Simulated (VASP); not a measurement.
## Al16ClO24 (a cell with a defect): single point with PBE

System: Al16ClO24 (a cell with a defect).

```xyz
41
Lattice="2.4039 1.3879 4.3742 -4.8079 2.7758 8.7484 0.0000 -5.5517 8.7484" Properties=species:S:1:pos:R:3 pbc="T T T"
Al   -0.0576    0.0161    8.5951
Al   -0.0328   -0.0063   11.2086
Al    0.0927   -0.0120    1.5537
Al    0.0438   -0.0917    4.3569
Al    0.0664   -2.7772   12.8149
Al   -0.1196   -2.7299   15.7184
Al   -0.0215   -2.7697    6.1884
Al   -0.0306   -2.7105    8.9296
Al   -2.4242    1.2756   12.8616
Al   -2.4028    1.3123   15.6225
Al   -2.5241    1.3895    6.3976
Al   -2.4531    1.3722    9.1062
Al   -2.4302   -1.3652   17.3750
Al   -2.5695   -1.3524   20.2035
Al   -2.4134   -1.4380   10.7263
Al   -2.3949   -1.4440   13.4259
O     1.0213   -1.4897    5.4647
O     1.7512   -0.2104    8.0292
O    -1.8270   -0.1202    5.4808
O     1.4039    1.4824    4.4512
O    -0.7982   -1.4079    7.7017
O    -1.1655    1.5134    7.8802
O     0.9304   -4.0385    9.9062
O     1.6411   -2.3808   11.8573
O    -1.6907   -2.9906    9.8767
O     0.6159   -1.2780    9.9065
O    -0.8022   -4.2690   12.0816
O    -0.9559   -1.4327   12.0672
O    -1.5569   -0.0424    9.9082
O    -0.7939    1.4651   12.0484
O    -4.1118    1.1338    9.8007
O    -1.7528    2.9216    9.9242
O    -3.1218   -0.2054   12.0359
O    -3.4253    2.4830   11.7639
O    -1.4797   -2.8273   14.3063
O    -0.7729   -1.2739   16.4836
O    -4.0531   -1.4893   14.2142
O    -1.6424    0.0225   14.2471
O    -3.2673   -2.8501   16.5093
O    -3.3351   -0.0320   16.4467
Cl    0.4039    0.7574    6.3578
```

```json
{
  "Program": "VASP 6.6.1",
  "Task": "single point",
  "Functional": "PBE",
  "Potentials or basis": "VASP PAW PBE potentials, release 64 (Al, O, Cl)",
  "Cutoff": "520 eV",
  "k mesh": "1 × 1 × 1, shifted",
  "Occupations": "fermi-dirac, width 0.01 eV",
  "Spin": "no spin polarisation",
  "Dipole correction": "no",
  "Charge": "-1",
  "Further INCAR settings": "LREAL = Auto; ALGO = Normal; EDIFF = 1e-06; NBANDS = 126; NELECT = 200.0"
}
```

```
Largest force : 0.041 eV/Å
```

Forces on the atoms (eV/Å):
```
Al  -0.003  0.006 -0.008
Al   0.003 -0.009  0.012
Al  -0.011 -0.005  0.017
Al  -0.003  0.015  0.029
Al   0.000  0.000 -0.006
Al   0.014 -0.026 -0.006
Al  -0.011 -0.003 -0.006
Al   0.006 -0.006  0.016
Al  -0.004  0.002 -0.008
Al   0.006  0.006  0.001
Al   0.001  0.004 -0.003
Al  -0.006 -0.002  0.022
Al   0.002 -0.003 -0.014
Al   0.004  0.009 -0.012
Al   0.001 -0.002 -0.002
Al  -0.005 -0.002  0.002
O    0.001  0.013  0.003
O   -0.014  0.000 -0.016
O    0.014  0.014  0.001
O   -0.012 -0.013  0.007
O   -0.005  0.001 -0.009
O    0.031 -0.012 -0.023
O    0.002  0.003  0.002
O   -0.006 -0.007  0.015
O   -0.005  0.003  0.005
O    0.003  0.001 -0.001
O   -0.006 -0.003 -0.005
O    0.000  0.004 -0.002
O   -0.001  0.002 -0.001
O    0.002  0.003  0.004
O   -0.010 -0.008  0.001
O    0.002 -0.001  0.000
O   -0.001 -0.001 -0.005
O    0.007  0.002 -0.003
O    0.006  0.001 -0.007
O   -0.006  0.004  0.005
O   -0.001  0.003  0.003
O   -0.001 -0.002  0.000
O    0.006 -0.001  0.001
O    0.003  0.000 -0.003
Cl  -0.001  0.007 -0.005
```

Levels at points of the mesh, in eV from the Fermi level:
```tsv
k point	band 96	band 97	band 98	band 99	band 100	band 101	band 102	band 103	band 104	band 105
(0.25, 0.25, 0.25)	-1.72	-1.54	-1.28	-0.83	-0.33	4.87	5.79	6.05	6.57	7.03
```

It took 3 min on 1 thread of Oxide Virtual Turin-like Processor (shared host), peak memory 0.5 GiB.

Caveat: the k points lie up to 1.22 Å⁻¹ apart, too coarse for converged energies, forces and pressures; the cell carries a net charge on a neutralising background, which shifts energy and pressure; the cell is charged against a uniform background, so pressure and absolute levels hang on convention.
